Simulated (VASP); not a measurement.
# Rh (Fd-3m) in VASP: a series of runs

Rh is run at these levels: r2SCAN; tasks: single point, relaxation of cell and atoms.

All numbers are computed with VASP 6.6.1; they aren't measurements. Logs are shortened: lines on timing, memory, paths and dates and some standing lists are left out, and cuts for length are marked.

## (1) The cell of the first run

Symmetry: Fd-3m, No. 227, cubic system. Conventional cell: a = 5.465 Å, b = 5.465 Å, c = 5.465 Å, α = 90.00°, β = 90.00°, γ = 90.00°. Rh (site symmetry -43m) has 4 Rh at 2.37 Å within 3.1 Å.

This isn't the form of Rh at room conditions, which is fcc.

## (2) Single point, r2SCAN

Input file POSCAR:

```
Rh
1.0
    0.0000000000      2.7323897059      2.7323897059
    2.7323897059      0.0000000000      2.7323897059
    2.7323897059      2.7323897059      0.0000000000
Rh
2
Direct
    0.1250000000      0.1250000000      0.1250000000
    0.8750000000      0.8750000000      0.8750000000
```

Input file INCAR.step1:

```
SYSTEM = Rh
PREC = Accurate
ENCUT = 520
ISMEAR = -1
SIGMA = 0.1
LREAL = .False.
LASPH = .True.
NELM = 60
NBANDS = 22
GGA = PE
ALGO = Normal
EDIFF = 1E-4
LWAVE = .True.
LCHARG = .False.
```

Input file INCAR.step2:

```
SYSTEM = Rh
PREC = Accurate
ENCUT = 520
EDIFF = 1E-7
ISMEAR = -1
SIGMA = 0.1
LREAL = .False.
LASPH = .True.
NELM = 60
ALGO = Normal
ISIF = 2
LWAVE = .False.
LCHARG = .True.
METAGGA = R2SCAN
LMIXTAU = .True.
LELF = .True.
LVHAR = .True.
NBANDS = 22
ISTART = 1
```

Input file KPOINTS:

```
regular mesh
0
Gamma
  16 16 16
  0 0 0
```

Potentials or basis: VASP PAW PBE potentials, release 64 (Rh_pv).

Started as:

```sh
cat potpaw_PBE.64/Rh_pv/POTCAR > POTCAR
cp INCAR.step1 INCAR
mpirun -np 1 vasp_std > vasp.out
cp INCAR.step2 INCAR
mpirun -np 1 vasp_std > vasp.out
```

OUTCAR:

```text
SYSTEM = Rh
   PREC = Accurate
   ENCUT = 520
   EDIFF = 1E-7
   ISMEAR = -1
   LREAL = .False.
   LASPH = .True.
   NELM = 60
   ISIF = 2
   METAGGA = R2SCAN
   ISTART = 1

 ion  position               nearest neighbor table
   1  0.125  0.125  0.125-   2 2.37   2 2.37   2 2.37   2 2.37
   2  0.875  0.875  0.875-   1 2.37   1 2.37   1 2.37   1 2.37

  LATTYP: Found a face centered cubic cell.
 ALAT       =     5.4647794118

  Lattice vectors:

 A1 = (   0.0000000000,   2.7323897059,   2.7323897059)
 A2 = (   2.7323897059,   0.0000000000,   2.7323897059)
 A3 = (   2.7323897059,   2.7323897059,   0.0000000000)

Analysis of symmetry for initial positions (statically):
=====================================================================
 Subroutine PRICEL returns:
 Original cell was already a primitive cell.

 Routine SETGRP: Setting up the symmetry group for a
 face centered cubic supercell.

 Subroutine GETGRP returns: Found 48 space group operations
 (whereof 12 operations were pure point group operations)
 out of a pool of 48 trial point group operations.

The static configuration has the point symmetry D_3d.
 The point group associated with its full space group is O_h .

Analysis of symmetry for dynamics (positions and initial velocities):
=====================================================================
 Subroutine PRICEL returns:
 Original cell was already a primitive cell.

 Routine SETGRP: Setting up the symmetry group for a
 face centered cubic supercell.

 Subroutine GETGRP returns: Found 48 space group operations
 (whereof 12 operations were pure point group operations)
 out of a pool of 48 trial point group operations.

The dynamic configuration has the point symmetry D_3d.
 The point group associated with its full space group is O_h .

 Subroutine INISYM returns: Found 48 space group operations
 (whereof 12 operations are pure point group operations),
 and found     1 'primitive' translations

----------------------------------------------------------------------------------------

                                     Primitive cell

  volume of cell :      40.7998

  direct lattice vectors                    reciprocal lattice vectors
     0.000000000  2.732389706  2.732389706    -0.182990003  0.182990003  0.182990003
     2.732389706  0.000000000  2.732389706     0.182990003 -0.182990003  0.182990003
     2.732389706  2.732389706  0.000000000     0.182990003  0.182990003 -0.182990003

  length of vectors
     3.864182580  3.864182580  3.864182580     0.316947982  0.316947982  0.316947982

  position of ions in fractional coordinates (direct lattice)
     0.125000000  0.125000000  0.125000000
     0.875000000  0.875000000  0.875000000

  ion indices of the primitive-cell ions
   primitive index   ion index
                 1           1
                 2           2

----------------------------------------------------------------------------------------

 KPOINTS: regular mesh

Automatic generation of k-mesh.
 Grid dimensions read from file:
 generate k-points for:   16   16   16

 Generating k-lattice:

  Cartesian coordinates                     Fractional coordinates (reciprocal lattice)
    -0.011436875  0.011436875  0.011436875     0.062500000  0.000000000  0.000000000
     0.011436875 -0.011436875  0.011436875     0.000000000  0.062500000  0.000000000
     0.011436875  0.011436875 -0.011436875     0.000000000  0.000000000  0.062500000

  Length of vectors
     0.019809249  0.019809249  0.019809249

  Shift w.r.t. Gamma in fractional coordinates (k-lattice)
     0.000000000  0.000000000  0.000000000

 Subroutine IBZKPT returns following result:
 ===========================================

 Found    145 irreducible k-points:

 Following reciprocal coordinates:
            Coordinates               Weight
  0.000000  0.000000  0.000000      1.000000
  0.062500  0.000000  0.000000      8.000000
  0.125000  0.000000  0.000000      8.000000
  0.187500  0.000000  0.000000      8.000000
  0.250000  0.000000  0.000000      8.000000
  0.312500  0.000000  0.000000      8.000000
[... 16 lines left out ...]
 -0.125000  0.062500  0.000000     24.000000
 -0.062500  0.062500  0.000000     12.000000
 [... further k-points ...]
   k-points           NKPTS =    145   k-points in BZ     NKDIM =    145   number of bands    NBANDS=     22
   number of dos      NEDOS =    301   number of ions     NIONS =      2
   total plane-waves  NPLWV =  27000
   dimension x,y,z NGX =    30 NGY =   30 NGZ =   30
   dimension x,y,z NGXF=    60 NGYF=   60 NGZF=   60
   ions per type =               2
   NGX,Y,Z   is equivalent  to a cutoff of  12.91, 12.91, 12.91 a.u.
   NGXF,Y,Z  is equivalent  to a cutoff of  25.81, 25.81, 25.81 a.u.
 SYSTEM =  Rh
   PREC   = accura    normal or accurate (medium, high low for compatibility)
   ISTART =      1    job   : 0-new  1-cont  2-samecut
   ICHARG =      0    charge: 1-file 2-atom 10-const
   ISPIN  =      1    spin polarized calculation?
   LNONCOLLINEAR =      F non collinear calculations
   LSORBIT =      F    spin-orbit coupling
   LASPH  =      T    aspherical Exc in radial PAW
   ENCUT  =  520.0 eV  38.22 Ry    6.18 a.u.   7.18  7.18  7.18*2*pi/ulx,y,z
   NELM   =     60;   NELMIN=  2; NELMDL=  0     # of ELM steps
   EDIFF  = 0.1E-06   stopping-criterion for ELM
   LREAL  =      F    real-space projection
   EDIFFG = 0.1E-05   stopping-criterion for IOM
   NSW    =      0    number of steps for IOM
   IBRION =     -1    ionic relax: 0-MD 1-quasi-New 2-CG
   NFREE  =      0    steps in history (QN), initial steepest desc. (CG)
   ISIF   =      2    stress and relaxation
   ISYM   =      2    0-nonsym 1-usesym 2-fastsym
   POTIM  = 0.5000    time-step for ionic-motion
   TEBEG  =    0.0;   TEEND  =   0.0 temperature during run
   PSTRESS=    0.0 pullay stress
   NELECT =      30.0000    total number of electrons
   NUPDOWN=      -1.0000    fix difference up-down
   EMIN   =  10.00;   EMAX   =-10.00  energy-range for DOS
   EFERMI =   0.00;   METHOD = LEGACY
   ISMEAR =    -1;   SIGMA  =   0.10  broadening in eV -4-tet -1-fermi 0-gaus
   EFERMI_NEDOS =   21; number of points for ismear=-14 and -15
   IALGO  =     38    algorithm
   IMIX   =      4    mixing-type and parameters
     AMIX     =   0.40;   BMIX     =  1.00
     AMIX_MAG =   1.60;   BMIX_MAG =  1.00
  volume/ion in A,a.u.               =      20.40       137.67
  Fermi-wavevector in a.u.,A,eV,Ry     =   1.477619  2.792296 29.706407  2.183359
  Thomas-Fermi vector in A             =   2.592001
   LORBIT       =      0    0 simple, 1 ext, 2 COOP (PROOUT), +10 PAW based schemes
   METAGGA = R2SCAN    functional components
   LHFCALC =     F    Hartree Fock is set to
   AEXX    =    0.0000 exact exchange contribution
   IVDW    =     0    specifies the selected vdW correction
   LEPSILON=     F    determine dielectric tensor
   LRPA    =     F    only Hartree local field effects (RPA)
 non-spin polarized calculation
  energy-cutoff  :      520.00
  volume of cell :       40.80
 maximum number of plane-waves:      1121
 NGX is ok and might be reduce to    30
   NGX = 15   NGY = 15   NGZ = 15

 number of electron      30.0000001 magnetization

 Free energy of the ion-electron system (eV)
  ---------------------------------------------------
  ext. energy  EPLUGINS =         0.00000000
  ---------------------------------------------------
  free energy    TOTEN  =       -46.09616776 eV

  energy without entropy =      -45.99487910  energy(sigma->0) =      -46.04552343

 E-fermi :   6.5999     XC(G=0): -12.0044

 val. band max:        6.5957440502   @ k =  -0.3750   0.0625   0.0000
 cond. band min:       6.6019236897   @ k =   0.5000   0.1875   0.0625
 fundamental gap:      0.0061796395
 Fermi energy:         6.5999373130

 k-point     1 :       0.0000    0.0000    0.0000
  band No.  band energies     occupation
      1     -42.0967      2.00000
      2     -42.0967      2.00000
      3     -42.0967      2.00000
      4     -41.3884      2.00000
      5     -41.3884      2.00000
      6     -41.3884      2.00000
[... 14 lines left out ...]
     21      19.9403      0.00000
     22      20.2361      0.00000

 k-point     2 :       0.0625    0.0000    0.0000
  band No.  band energies     occupation
      1     -42.0998      2.00000
      2     -42.0998      2.00000
      3     -42.0958      2.00000
      4     -41.3896      2.00000
      5     -41.3852      2.00000
      6     -41.3852      2.00000
[... 14 lines left out ...]
     21      19.6382      0.00000
     22      20.5370      0.00000

 k-point     3 :       0.1250    0.0000    0.0000
  band No.  band energies     occupation
      1     -42.1084      2.00000
      2     -42.1084      2.00000
      3     -42.0932      2.00000
      4     -41.3931      2.00000
      5     -41.3763      2.00000
      6     -41.3763      2.00000
[... 14 lines left out ...]
     21      19.0399      0.00000
     22      21.0115      0.00000

 k-point     4 :       0.1875    0.0000    0.0000
  band No.  band energies     occupation
      1     -42.1209      2.00000
      2     -42.1209      2.00000
      3     -42.0894      2.00000
      4     -41.3981      2.00000
      5     -41.3634      2.00000
      6     -41.3634      2.00000
[... 14 lines left out ...]
     21      18.5206      0.00000
     22      21.2281      0.00000

 k-point     5 :       0.2500    0.0000    0.0000
  band No.  band energies     occupation
      1     -42.1351      2.00000
      2     -42.1351      2.00000
      3     -42.0850      2.00000
      4     -41.4041      2.00000
      5     -41.3487      2.00000
      6     -41.3487      2.00000
[... 14 lines left out ...]
     21      18.1116      0.00000
     22      21.1100      0.00000

 k-point     6 :       0.3125    0.0000    0.0000
  band No.  band energies     occupation
      1     -42.1488      2.00000
      2     -42.1488      2.00000
      3     -42.0806      2.00000
      4     -41.4099      2.00000
      5     -41.3344      2.00000
      6     -41.3344      2.00000
[... 14 lines left out ...]
     21      17.8138      0.00000
     22      20.9751      0.00000

 k-point     7 :       0.3750    0.0000    0.0000
  band No.  band energies     occupation
      1     -42.1600      2.00000
      2     -42.1600      2.00000
      3     -42.0769      2.00000
      4     -41.4148      2.00000
      5     -41.3227      2.00000
      6     -41.3227      2.00000
[... 324 lines left out ...]
      6     -41.3142      2.00000
[... 14 lines left out ...]
     21      17.7916      0.00000
     22      20.7279      0.00000

 k-point    21 :      -0.2500    0.0625    0.0000
  band No.  band energies     occupation
      1     -42.1560      2.00000
      2     -42.1367      2.00000
      3     -42.0709      2.00000
      4     -41.4184      2.00000
      5     -41.3469      2.00000
      6     -41.3278      2.00000
[... 14 lines left out ...]
     21      18.2597      0.00000
     22      20.7189      0.00000

 k-point    22 :      -0.1875    0.0625    0.0000
  band No.  band energies     occupation
      1     -42.1403      2.00000
      2     -42.1226      2.00000
      3     -42.0781      2.00000
      4     -41.4098      2.00000
      5     -41.3615      2.00000
      6     -41.3438      2.00000
[... 14 lines left out ...]
     21      19.0239      0.00000
     22      20.7997      0.00000

 k-point    23 :      -0.1250    0.0625    0.0000
  band No.  band energies     occupation
      1     -42.1243      2.00000
      2     -42.1104      2.00000
      3     -42.0851      2.00000
      4     -41.4017      2.00000
      5     -41.3742      2.00000
      6     -41.3601      2.00000
[... 14 lines left out ...]
     21      19.7242      0.00000
     22      20.5861      0.00000

 k-point    24 :      -0.0625    0.0625    0.0000
  band No.  band energies     occupation
      1     -42.1100      2.00000
      2     -42.1023      2.00000
      3     -42.0913      2.00000
      4     -41.3946      2.00000
      5     -41.3826      2.00000
      6     -41.3748      2.00000
[... 14 lines left out ...]
     21      20.0363      0.00000
     22      20.2627      0.00000

 [... further k-points ...]

------------------------ aborting loop because EDIFF is reached ----------------------------------------

  FORCE on cell =-STRESS in cart. coord.  units (eV):
  Direction    XX          YY          ZZ          XY          YZ          ZX
  --------------------------------------------------------------------------------------
  -------------------------------------------------------------------------------------
  Total        0.1320651      0.1320651      0.1320651     -0.0000000     -0.0000000      0.0000000
  in kB        5.1860973      5.1860973      5.1860973     -0.0000000     -0.0000000      0.0000000
  external PRESSURE =       5.1860973 kB  Pullay stress =       0.0000000 kB

 VOLUME and BASIS-vectors are now :
 -----------------------------------------------------------------------------
  energy-cutoff  :      520.00
  volume of cell :       40.80
      direct lattice vectors                 reciprocal lattice vectors
     0.000000000  2.732389706  2.732389706    -0.182990003  0.182990003  0.182990003
     2.732389706  0.000000000  2.732389706     0.182990003 -0.182990003  0.182990003
     2.732389706  2.732389706  0.000000000     0.182990003  0.182990003 -0.182990003

 POSITION                                       TOTAL-FORCE (eV/Angst)
 -----------------------------------------------------------------------------------
      0.68310      0.68310      0.68310         0.000000      0.000000      0.000000
      4.78168      4.78168      4.78168        -0.000000     -0.000000     -0.000000
 -----------------------------------------------------------------------------------
    total drift:                               -0.000000      0.000000      0.000000

  FREE ENERGIE OF THE ION-ELECTRON SYSTEM (eV)
  ---------------------------------------------------
  free  energy   TOTEN  =       -46.0961677615 eV

  energy  without entropy=      -45.9948791007  energy(sigma->0) =      -46.04552343
```

It took 8.5 min on 1 thread of Intel Xeon Platinum 8259CL at 2.50GHz (Skylake/Cascade Lake), shared host; peak memory 0.24 GiB.

Results:

```
Free energy            : -46.0962 eV
Pressure               : 0.5 GPa
Band gap on the k mesh : zero (bands 15 and 16 overlap by 1.26 eV)
```

Caveat: the PAW data sets were made with another functional, which shifts forces and pressure a little.

## (3) Relaxation of cell and atoms, r2SCAN

This run uses another cell than the first one, of 18.56 Å³/atom.

Input file POSCAR:

```
Rh
1.0
    0.0000000000      2.6478639740      2.6478639740
    2.6478639740      0.0000000000      2.6478639740
    2.6478639740      2.6478639740      0.0000000000
Rh
2
Direct
    0.1250000000      0.1250000000      0.1250000000
    0.8750000000      0.8750000000      0.8750000000
```

Input file INCAR.step1:

```
SYSTEM = Rh
PREC     = Accurate       ! precision mode
ENCUT    = 600            ! plane-wave cutoff, eV
ISMEAR   = -1             ! smearing method
SIGMA    = 0.1            ! smearing width, eV
LREAL    = .FALSE.        ! projectors in reciprocal space
LASPH    = .TRUE.         ! aspherical terms in the spheres
NELM     = 80             ! most SCF steps
GGA      = PE             ! functional
ALGO     = Normal         ! electronic algorithm
EDIFF    = 1E-4           ! SCF threshold, eV
LWAVE    = .TRUE.         ! write WAVECAR
LCHARG   = .FALSE.        ! write CHGCAR
```

Input file INCAR.step2:

```
SYSTEM = Rh
PREC     = Accurate       ! precision mode
ENCUT    = 600            ! plane-wave cutoff, eV
EDIFF    = 1E-6           ! SCF threshold, eV
ISMEAR   = -1             ! smearing method
SIGMA    = 0.1            ! smearing width, eV
LREAL    = .FALSE.        ! projectors in reciprocal space
LASPH    = .TRUE.         ! aspherical terms in the spheres
NELM     = 80             ! most SCF steps
ALGO     = Normal         ! electronic algorithm
ISIF     = 3              ! what is computed and relaxed
LWAVE    = .FALSE.        ! write WAVECAR
LCHARG   = .FALSE.        ! write CHGCAR
METAGGA  = R2SCAN         ! meta-GGA
LMIXTAU  = .TRUE.       
IBRION   = 2              ! ionic algorithm
NSW      = 80             ! ionic steps
EDIFFG   = -0.01          ! ionic threshold
ISTART   = 1
```

Input file KPOINTS:

```
Automatic mesh
0
G
  10 10 10
  0 0 0
```

Potentials or basis: VASP PAW PBE potentials, release 64 (Rh_pv).

Started as:

```sh
cat potpaw_PBE.64/Rh_pv/POTCAR > POTCAR
cp INCAR.step1 INCAR
mpirun -np 1 vasp_std > vasp.out
cp INCAR.step2 INCAR
mpirun -np 1 vasp_std > vasp.out
```

Wall time 18 min (1 thread of Intel Xeon Platinum 8259CL at 2.50GHz (Skylake/Cascade Lake), shared host); peak memory 0.2 GiB.

It converged, with:

```
Free energy                           : -46.0919 eV
Relaxed volume                        : 20.47 Å³/atom
Relaxed cell                          : a = 3.869 Å, b = 3.869 Å, c = 3.869 Å, α = 60.00°, β = 60.00°, γ = 60.00°
Space group after relaxing (to 0.1 Å) : Fd-3m (No. 227)
Energy gained by relaxing             : 97.1 meV/atom
Ionic steps                           : 17
Pressure after relaxing               : 0.1 GPa
Band gap on the k mesh                : zero (bands 15 and 16 overlap by 1.25 eV)
```

Step by step:
| step | energy change (eV) | largest force (eV/Å) | pressure (GPa) | volume (Å³) |
| --- | --- | --- | --- | --- |
| 1 | 0.0000 | 0.0000 | 17.94 | 37.13 |
| 2 | 0.3375 | 0.0000 | -16.43 | 49.46 |
| 3 | -0.1936 | 0.0000 | -0.82 | 41.20 |
| 4 | -0.1942 | 0.0000 | -0.12 | 41.00 |
| 5 | -0.1942 | 0.0000 | 0.16 | 40.92 |
| 6 | -0.1942 | 0.0000 | 0.14 | 40.92 |
| 7 | -0.1942 | 0.0000 | 0.15 | 40.92 |
| 8 | -0.1942 | 0.0000 | 0.14 | 40.92 |
| 9 | -0.1942 | 0.0000 | 0.14 | 40.92 |
| 10 | -0.1942 | 0.0000 | 0.14 | 40.92 |
| 11 | -0.1942 | 0.0000 | 0.14 | 40.92 |
| 12 | -0.1942 | 0.0000 | 0.14 | 40.92 |
| 13 | -0.1942 | 0.0000 | 0.13 | 40.92 |
| 14 | -0.1943 | 0.0000 | 0.13 | 40.93 |
| 15 | -0.1943 | 0.0000 | 0.12 | 40.93 |
| 16 | -0.1943 | 0.0000 | 0.11 | 40.94 |
| 17 | -0.1943 | 0.0000 | 0.08 | 40.95 |

Final structure:
```
CELL_PARAMETERS angstrom
0.00000 2.73572 2.73572
2.73572 0.00000 2.73572
2.73572 2.73572 0.00000
ATOMIC_POSITIONS crystal
Rh 0.12500 0.12500 0.12500
Rh 0.87500 0.87500 0.87500
```

Levels at points of the mesh, in eV from the Fermi level:
```
           k point  band 13  band 14  band 15  band 16  band 17  band 18
(0.00, 0.00, 0.00)    -1.51    -1.51    -1.51     0.35     0.35    13.31
(0.50, 0.00, 0.00)    -1.03    -1.03    -0.68     0.06     0.06     2.00
(0.50, 0.50, 0.00)    -2.31    -2.31     0.33     0.33     2.49     2.49
```

Caveat: the PAW data sets were made with another functional, which shifts forces and pressure a little.

[end of part 1 of 2]
